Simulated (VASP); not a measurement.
Wanted: the native input for a VASP 6.6.1 run.

| Property | Result |
| --- | --- |
| Task | single point |
| Functional | PBE |
| Potentials or basis | VASP PAW PBE potentials, release 64 (Co, O) |
| Cutoff | 520 eV |
| k mesh | 11 × 11 × 11 |
| Occupations | gaussian, width 0.018 eV |
| Spin | collinear spin, ferromagnetic start |
| Starting moments | [2.0, 0.0] μB |
| Dipole correction | no |
| Further INCAR settings | ALGO = Normal; EDIFF = 1e-07; NBANDS = 18 |

The structure of CoO lies in POSCAR:

```
CoO
1.0
    0.0000000000      2.1315000000      2.1315000000
    2.1315000000      0.0000000000      2.1315000000
    2.1315000000      2.1315000000      0.0000000000
Co O
1 1
Direct
    0.0000000000      0.0000000000      0.0000000000
    0.5000000000      0.5000000000      0.5000000000
```

These files were run (other wordings do the same):

INCAR

```
SYSTEM = CoO
ALGO = Normal
EDIFF = 1E-7
ENCUT = 520
GGA = PE
ISIF = 2
ISMEAR = 0
ISPIN = 2
LASPH = .TRUE.
LCHARG = .TRUE.
LELF = .TRUE.
LMAXMIX = 4
LORBIT = 11
LREAL = .FALSE.
LVHAR = .TRUE.
LWAVE = .FALSE.
MAGMOM = 2 0
NBANDS = 18
NELM = 150
PREC = Accurate
SIGMA = 0.018000000000000002
```

KPOINTS

```
k-points
0
G
  11 11 11
  0 0 0
```

Potentials or basis: VASP PAW PBE potentials, release 64 (Co, O).

The run is started by

```bash
$ cat potpaw_PBE.64/Co/POTCAR potpaw_PBE.64/O/POTCAR > POTCAR
$ mpirun -np 1 vasp_std > vasp.out
```

It gave:

* Pressure: -2.4 GPa
* Net moment: 2.93 μB per cell
* Site moments: Co +2.57; O +0.31 μB
* Valence electrons inside the program's atomic spheres: Co 7.79; O 4.98

Caveat: a cell with one magnetic atom can't hold antiferromagnetic order, which such compounds often take.

Run time: 48 s on 1 thread of Intel(R) Xeon(R) Platinum 8488C (Sapphire Rapids) (shared host), peak memory 0.16 GiB.
